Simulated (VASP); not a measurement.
# HfN (I4/mmm) in VASP: single point with r2SCAN

Aim: the single point of HfN with r2SCAN.

Program: VASP 6.6.1. These are calculated values, not measurements. Logs are shortened: lines on timing, memory, paths and dates and some standing lists are left out, and cuts for length are marked.

### Step 1. The cell of the first run

Symmetry: I4/mmm, No. 139, tetragonal system. The conventional cell has a = 3.035 Å, b = 3.035 Å, c = 4.518 Å, α = 90.00°, β = 90.00°, γ = 90.00°. Within 2.8 Å of Hf (site symmetry 4/mmm) lie 6 N at 2.15 to 2.26 Å. N (site symmetry 4/mmm) has 6 Hf at 2.15 to 2.26 Å within 2.8 Å.

### Step 2. Single point, r2SCAN (strain -0.050 along x and y, +0.000 along z)

POSCAR

```
HfN
1.0
    0.0000000000      2.1460500000      2.2590000000
    2.1460500000      0.0000000000      2.2590000000
    2.1460500000      2.1460500000      0.0000000000
Hf N
1 1
Direct
    0.0000000000      0.0000000000      0.0000000000
    0.5000000000      0.5000000000      0.5000000000
```

INCAR.step1

```
SYSTEM = HfN
ALGO = Normal
EDIFF = 1E-4
ENCUT = 520
GGA = PE
ISMEAR = 0
LASPH = .TRUE.
LCHARG = .FALSE.
LREAL = .FALSE.
LWAVE = .TRUE.
NBANDS = 14
NELM = 80
PREC = Accurate
SIGMA = 0.15
```

INCAR.step2

```
SYSTEM = HfN
ALGO = Normal
EDIFF = 1E-7
ENCUT = 520
ISIF = 2
ISMEAR = 0
ISTART = 1
LASPH = .TRUE.
LCHARG = .TRUE.
LELF = .TRUE.
LMIXTAU = .TRUE.
LREAL = .FALSE.
LVHAR = .TRUE.
LWAVE = .FALSE.
METAGGA = R2SCAN
NBANDS = 14
NELM = 80
PREC = Accurate
SIGMA = 0.15
```

KPOINTS

```
k-points
0
G
  18 18 18
  0 0 0
```

Potentials or basis: VASP PAW PBE potentials, release 64 (Hf_pv, N).

Run with:

```console
> cat potpaw_PBE.64/Hf_pv/POTCAR potpaw_PBE.64/N/POTCAR > POTCAR
> cp INCAR.step1 INCAR
> mpirun -np 1 vasp_std > vasp.out
> cp INCAR.step2 INCAR
> mpirun -np 1 vasp_std > vasp.out
```

OUTCAR:

```text
SYSTEM = HfN
   EDIFF = 1E-7
   ENCUT = 520
   ISIF = 2
   ISMEAR = 0
   ISTART = 1
   LASPH = .TRUE.
   LREAL = .FALSE.
   METAGGA = R2SCAN
   NELM = 80
   PREC = Accurate

 ion  position               nearest neighbor table
   1  0.000  0.000  0.000-   2 2.15   2 2.15   2 2.15   2 2.15   2 2.26   2 2.26
   2  0.500  0.500  0.500-   1 2.15   1 2.15   1 2.15   1 2.15   1 2.26   1 2.26

  LATTYP: Found a body centered tetragonal cell.
 ALAT       =     3.0349730155
 C/A-ratio  =     1.4886458551

  Lattice vectors:

 A1 = (  -2.1460500000,   0.0000000000,   2.2590000000)
 A2 = (   2.1460500000,   0.0000000000,   2.2590000000)
 A3 = (   0.0000000000,   2.1460500000,  -2.2590000000)

Analysis of symmetry for initial positions (statically):
=====================================================================
 Subroutine PRICEL returns:
 Original cell was already a primitive cell.

 Routine SETGRP: Setting up the symmetry group for a
 body centered tetragonal supercell.

 Subroutine GETGRP returns: Found 16 space group operations
 (whereof 16 operations were pure point group operations)
 out of a pool of 16 trial point group operations.

The static configuration has the point symmetry D_4h.

Analysis of symmetry for dynamics (positions and initial velocities):
=====================================================================
 Subroutine PRICEL returns:
 Original cell was already a primitive cell.

 Routine SETGRP: Setting up the symmetry group for a
 body centered tetragonal supercell.

 Subroutine GETGRP returns: Found 16 space group operations
 (whereof 16 operations were pure point group operations)
 out of a pool of 16 trial point group operations.

The dynamic configuration has the point symmetry D_4h.

 Subroutine INISYM returns: Found 16 space group operations
 (whereof 16 operations are pure point group operations),
 and found     1 'primitive' translations

----------------------------------------------------------------------------------------

                                     Primitive cell

  volume of cell :      20.8078

  direct lattice vectors                    reciprocal lattice vectors
     0.000000000  2.146050000  2.259000000    -0.232986184  0.232986184  0.221336875
     2.146050000  0.000000000  2.259000000     0.232986184 -0.232986184  0.221336875
     2.146050000  2.146050000  0.000000000     0.232986184  0.232986184 -0.221336875

  length of vectors
     3.115864503  3.115864503  3.034973016     0.396932155  0.396932155  0.396932155

  position of ions in fractional coordinates (direct lattice)
     0.000000000  0.000000000  0.000000000
     0.500000000  0.500000000  0.500000000

  ion indices of the primitive-cell ions
   primitive index   ion index
                 1           1
                 2           2

----------------------------------------------------------------------------------------

 KPOINTS: k-points

Automatic generation of k-mesh.
 Grid dimensions read from file:
 generate k-points for:   18   18   18

 Generating k-lattice:

  Cartesian coordinates                     Fractional coordinates (reciprocal lattice)
    -0.012943677  0.012943677  0.012296493     0.055555556 -0.000000000  0.000000000
     0.012943677 -0.012943677  0.012296493    -0.000000000  0.055555556  0.000000000
     0.012943677  0.012943677 -0.012296493     0.000000000  0.000000000  0.055555556

  Length of vectors
     0.022051786  0.022051786  0.022051786

  Shift w.r.t. Gamma in fractional coordinates (k-lattice)
     0.000000000  0.000000000  0.000000000

 Subroutine IBZKPT returns following result:
 ===========================================

 Found    480 irreducible k-points:

 Following reciprocal coordinates:
            Coordinates               Weight
  0.000000  0.000000  0.000000      1.000000
  0.055556  0.000000  0.000000      8.000000
  0.111111  0.000000  0.000000      8.000000
  0.166667 -0.000000  0.000000      8.000000
  0.222222  0.000000  0.000000      8.000000
  0.277778  0.000000  0.000000      8.000000
[... 16 lines left out ...]
 -0.277778  0.055556  0.000000      8.000000
 -0.222222  0.055556  0.000000      8.000000
 [... further k-points ...]
   k-points           NKPTS =    480   k-points in BZ     NKDIM =    480   number of bands    NBANDS=     14
   number of dos      NEDOS =    301   number of ions     NIONS =      2
   total plane-waves  NPLWV =  13824
   dimension x,y,z NGX =    24 NGY =   24 NGZ =   24
   dimension x,y,z NGXF=    48 NGYF=   48 NGZF=   48
   ions per type =               1   1
   NGX,Y,Z   is equivalent  to a cutoff of  12.81, 12.81, 13.15 a.u.
   NGXF,Y,Z  is equivalent  to a cutoff of  25.61, 25.61, 26.29 a.u.
 SYSTEM =  HfN
   PREC   = accura    normal or accurate (medium, high low for compatibility)
   ISTART =      1    job   : 0-new  1-cont  2-samecut
   ICHARG =      0    charge: 1-file 2-atom 10-const
   ISPIN  =      1    spin polarized calculation?
   LNONCOLLINEAR =      F non collinear calculations
   LSORBIT =      F    spin-orbit coupling
   LASPH  =      T    aspherical Exc in radial PAW
   ENCUT  =  520.0 eV  38.22 Ry    6.18 a.u.   5.79  5.79  5.64*2*pi/ulx,y,z
   NELM   =     80;   NELMIN=  2; NELMDL=  0     # of ELM steps
   EDIFF  = 0.1E-06   stopping-criterion for ELM
   LREAL  =      F    real-space projection
   EDIFFG = 0.1E-05   stopping-criterion for IOM
   NSW    =      0    number of steps for IOM
   IBRION =     -1    ionic relax: 0-MD 1-quasi-New 2-CG
   NFREE  =      0    steps in history (QN), initial steepest desc. (CG)
   ISIF   =      2    stress and relaxation
   ISYM   =      2    0-nonsym 1-usesym 2-fastsym
   POTIM  = 0.5000    time-step for ionic-motion
   TEBEG  =    0.0;   TEEND  =   0.0 temperature during run
   PSTRESS=    0.0 pullay stress
   NELECT =      15.0000    total number of electrons
   NUPDOWN=      -1.0000    fix difference up-down
   EMIN   =  10.00;   EMAX   =-10.00  energy-range for DOS
   EFERMI =   0.00;   METHOD = LEGACY
   ISMEAR =     0;   SIGMA  =   0.15  broadening in eV -4-tet -1-fermi 0-gaus
   EFERMI_NEDOS =   21; number of points for ismear=-14 and -15
   IALGO  =     38    algorithm
   IMIX   =      4    mixing-type and parameters
     AMIX     =   0.40;   BMIX     =  1.00
     AMIX_MAG =   1.60;   BMIX_MAG =  1.00
  volume/ion in A,a.u.               =      10.40        70.21
  Fermi-wavevector in a.u.,A,eV,Ry     =   1.467900  2.773930 29.316907  2.154732
  Thomas-Fermi vector in A             =   2.583463
   LORBIT       =      0    0 simple, 1 ext, 2 COOP (PROOUT), +10 PAW based schemes
   METAGGA = R2SCAN    functional components
   LHFCALC =     F    Hartree Fock is set to
   AEXX    =    0.0000 exact exchange contribution
   IVDW    =     0    specifies the selected vdW correction
   LEPSILON=     F    determine dielectric tensor
   LRPA    =     F    only Hartree local field effects (RPA)
 non-spin polarized calculation
 Gauss-broadening in eV      SIGMA  =   0.15
  energy-cutoff  :      520.00
  volume of cell :       20.81
 maximum number of plane-waves:       576
   NGX = 11   NGY = 11   NGZ = 11

 number of electron      15.0000002 magnetization

 Free energy of the ion-electron system (eV)
  ---------------------------------------------------
  ext. energy  EPLUGINS =         0.00000000
  ---------------------------------------------------
  free energy    TOTEN  =       -57.93454531 eV

  energy without entropy =      -57.92859138  energy(sigma->0) =      -57.93156834

 E-fermi :   9.4900     XC(G=0): -14.1721

 val. band max:        9.4898307916   @ k =  -0.2222   0.1111   0.2778
 cond. band min:       9.4998320706   @ k =   0.4444   0.2778   0.1667
 fundamental gap:      0.0100012790
 Fermi energy:         9.4899808299

 k-point     1 :       0.0000    0.0000    0.0000
  band No.  band energies     occupation
      1     -22.6686      2.00000
      2     -22.6175      2.00000
      3     -22.6175      2.00000
      4      -9.8553      2.00000
      5       5.7148      2.00000
      6       6.0346      2.00000
      7       6.0346      2.00000
      8       8.6365      2.00000
      9       9.3104      1.90950
     10       9.3104      1.90950
     11      10.7260      0.00000
     12      12.1618      0.00000
     13      13.2677      0.00000
     14      19.8202      0.00000

 k-point     2 :       0.0556    0.0000    0.0000
  band No.  band energies     occupation
      1     -22.6952      2.00000
      2     -22.6455      2.00000
      3     -22.6193      2.00000
      4      -9.7634      2.00000
      5       5.4462      2.00000
      6       5.7423      2.00000
      7       5.8145      2.00000
      8       8.7935      2.00000
      9       9.4009      1.59909
     10       9.4187      1.49840
     11      10.9998      0.00000
     12      12.4605      0.00000
     13      13.4968      0.00000
     14      20.1030      0.00000

 k-point     3 :       0.1111    0.0000    0.0000
  band No.  band energies     occupation
      1     -22.8240      2.00000
      2     -22.6709      2.00000
      3     -22.6244      2.00000
      4      -9.4986      2.00000
      5       4.7238      2.00000
      6       5.1254      2.00000
      7       5.2753      2.00000
      8       9.1612      1.99806
      9       9.6068      0.27063
     10       9.7159      0.03317
     11      11.7299      0.00000
     12      13.2556      0.00000
     13      14.1162      0.00000
     14      20.9019      0.00000
[... 324 lines left out ...]
 k-point    23 :      -0.2778    0.0556    0.0000
  band No.  band energies     occupation
      1     -23.6112      2.00000
      2     -22.8030      2.00000
      3     -22.6359      2.00000
      4      -7.7391      2.00000
      5       1.3682      2.00000
      6       2.9860      2.00000
      7       3.2157      2.00000
      8      10.5724      0.00000
      9      11.4315      0.00000
     10      12.4119      0.00000
     11      14.2878      0.00000
     12      17.3369      0.00000
     13      18.0975      0.00000
     14      21.0132      0.00000

 k-point    24 :      -0.2222    0.0556    0.0000
  band No.  band energies     occupation
      1     -23.3804      2.00000
      2     -22.7747      2.00000
      3     -22.6246      2.00000
      4      -8.2895      2.00000
      5       2.2823      2.00000
      6       3.4802      2.00000
      7       3.7451      2.00000
      8      10.1002      0.00000
      9      10.7390      0.00000
     10      11.5129      0.00000
     11      13.2214      0.00000
     12      16.6814      0.00000
     13      16.8178      0.00000
     14      21.0132      0.00000

 [... further k-points ...]

------------------------ aborting loop because EDIFF is reached ----------------------------------------

  FORCE on cell =-STRESS in cart. coord.  units (eV):
  Direction    XX          YY          ZZ          XY          YZ          ZX
  --------------------------------------------------------------------------------------
  -------------------------------------------------------------------------------------
  Total        6.5083051      6.5083051      1.5804733      0.0000000     -0.0000000     -0.0000000
  in kB      501.1325232    501.1325232    121.6947525      0.0000000     -0.0000000     -0.0000000
  external PRESSURE =     374.6532663 kB  Pullay stress =       0.0000000 kB

 VOLUME and BASIS-vectors are now :
 -----------------------------------------------------------------------------
  energy-cutoff  :      520.00
  volume of cell :       20.81
      direct lattice vectors                 reciprocal lattice vectors
     0.000000000  2.146050000  2.259000000    -0.232986184  0.232986184  0.221336875
     2.146050000  0.000000000  2.259000000     0.232986184 -0.232986184  0.221336875
     2.146050000  2.146050000  0.000000000     0.232986184  0.232986184 -0.221336875

 POSITION                                       TOTAL-FORCE (eV/Angst)
 -----------------------------------------------------------------------------------
      0.00000      0.00000      0.00000        -0.000000      0.000000      0.000000
      2.14605      2.14605      2.25900         0.000000     -0.000000     -0.000000
 -----------------------------------------------------------------------------------
    total drift:                                0.000000     -0.000000     -0.000000

  FREE ENERGIE OF THE ION-ELECTRON SYSTEM (eV)
  ---------------------------------------------------
  free  energy   TOTEN  =       -57.9345453050 eV

  energy  without entropy=      -57.9285913849  energy(sigma->0) =      -57.93156834
```

Run time: 9.6 min. Hardware: 1 thread of Intel Xeon 8259CL, shared host; peak memory 0.27 GiB.

What came out:

```yaml
Free_energy: -57.9345 eV
Pressure: 37.5 GPa
Band_gap_on_the_k_mesh: zero (an odd number of electrons rules out a gap without spin polarisation)
```

Stress tensor (GPa, compression positive):
```
50.11  0.00  0.00
 0.00 50.11  0.00
 0.00  0.00 12.17
```

Levels at points of the mesh, in eV from the Fermi level:
```
           k point  band 5  band 6  band 7  band 8  band 9  band 10  band 11  band 12
(0.00, 0.00, 0.00)   -3.78   -3.46   -3.46   -0.85   -0.18    -0.18     1.24     2.67
(0.50, 0.00, 0.00)   -9.99   -7.28   -7.24    3.88    4.16     4.59     5.15     9.53
(0.50, 0.50, 0.00)   -6.29   -4.31   -4.00   -4.00    4.69     6.35     6.35     7.03
(0.50, 0.00, 0.50)   -5.65   -4.44   -4.43   -4.08    4.48     5.90     6.83     7.39
```

Caveat: the cell differs from its parent crystal (strain -0.050 along x and y, +0.000 along z); the stress differs along the axes, from 12 to 50 GPa; the PAW data sets were made with another functional, which shifts forces and pressure a little; spin-orbit coupling is left out, which moves the levels of the heavy elements.
